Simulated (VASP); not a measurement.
## Si2Ni: single point with PBE

Crystal: Si2Ni.

```xyz
3
Lattice="0.0000 2.8280 2.8280 2.8280 0.0000 2.8280 2.8280 2.8280 0.0000" Properties=species:S:1:pos:R:3 pbc="T T T"
Si    1.4140    1.4140    1.4140
Si    4.2420    4.2420    4.2420
Ni    0.0000    0.0000    0.0000
```

```
Program             : VASP 6.6.1
Task                : single point
Functional          : PBE
Potentials or basis : VASP PAW PBE potentials, release 64 (Si, Ni)
Cutoff              : 520 eV
k mesh              : 14 × 14 × 14
Occupations         : gaussian, width 0.15 eV
Spin                : collinear spin, ferromagnetic start
Starting moments    : [0.0, 0.0, 0.5] μB
Fixed moment        : 0.5 μB
```

- Pressure: -12.1 GPa
- Net moment: 0.50 μB per cell
- Site moments: Si +0.06; Ni +0.26 μB
- Valence electrons inside the program's atomic spheres: Si 1.53; Ni 9.49

Run time: 2 min on 1 thread of Intel(R) Xeon(R) 6975P-C (Granite Rapids) (shared host), peak memory 0.27 GiB.

Caveat: the total moment is fixed, so each spin has its own Fermi level.
